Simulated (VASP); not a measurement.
The system is NaH6Rh.

```xyz
8
Lattice="4.4056 0.0000 0.0000 0.0000 4.4056 0.0000 0.0000 0.0000 4.4056" Properties=species:S:1:pos:R:3 pbc="T T T"
Na    2.2028    2.2028    2.2028
H     0.0000    2.2028    3.3040
H     2.2028    1.1016    0.0000
H     3.3040    0.0000    2.2028
H     0.0000    2.2028    1.1016
H     2.2028    3.3040    0.0000
H     1.1016    0.0000    2.2028
Rh    0.0000    0.0000    0.0000
```

The cell was generated, and may not be a known phase.

| Property | Result |
| --- | --- |
| Program | VASP 6.6.1 |
| Task | relaxation of cell and atoms |
| Functional | PBE |
| Potentials or basis | VASP PAW PBE potentials, release 64 (Na_pv, H, Rh_pv) |
| Cutoff | 600 eV |
| k mesh | 4 × 4 × 4 |
| Occupations | gaussian, width 0.1 eV |
| Spin | no spin polarisation |

At the start: pressure -18.2 GPa; volume 10.69 Å³/atom.

Where does the relaxation end?

Over 17 steps the energy falls by 719.0 meV/atom and the volume is 7.82 Å³/atom (-26.9 %); space group Pm-3 (No. 200, to 0.1 Å) before and after.

The path:
| step | energy change (eV) | largest force (eV/Å) | pressure (GPa) | volume (Å³) |
| --- | --- | --- | --- | --- |
| 1 | 0.0000 | 0.7317 | -18.25 | 85.51 |
| 2 | -1.8169 | 0.9931 | -18.19 | 71.31 |
| 3 | -2.6470 | 0.5775 | 50.08 | 38.29 |
| 4 | -3.5789 | 1.1281 | -8.72 | 54.71 |
| 5 | -3.7841 | 0.9845 | 11.17 | 45.68 |
| 6 | -3.8435 | 1.0544 | 3.03 | 48.41 |
| 7 | -4.2603 | 0.8055 | 6.57 | 47.79 |
| 8 | -4.7295 | 0.2607 | 20.87 | 46.37 |
| 9 | -5.0481 | 0.1568 | 17.02 | 48.56 |
| 10 | -5.3146 | 1.7111 | 14.68 | 55.55 |
| 11 | -5.3774 | 0.3704 | 14.40 | 52.25 |
| 12 | -5.4063 | 0.6724 | 14.20 | 53.30 |
| 13 | -5.6488 | 0.0326 | 5.43 | 56.87 |
| 14 | -5.6819 | 0.3843 | 1.01 | 59.22 |
| 15 | -5.6823 | 0.3571 | 1.32 | 59.02 |
| 16 | -5.7109 | 0.2954 | 0.98 | 59.98 |
| 17 | -5.7522 | 0.0313 | 0.47 | 62.54 |

Final structure:
```
Na H Rh
1.0
     3.96934    0.00000    0.00000
     0.00000    3.96934    0.00000
     0.00000    0.00000    3.96934
Na H Rh
1 6 1
Direct
  0.50000 0.50000 0.50000
  0.00000 0.50000 0.88593
  0.50000 0.11407 0.00000
  0.88593 0.00000 0.50000
  0.00000 0.50000 0.11407
  0.50000 0.88593 0.00000
  0.11407 0.00000 0.50000
  0.00000 0.00000 0.00000
```

Caveat: the volume moved by over 15 % at a fixed basis, so the end points are rough.
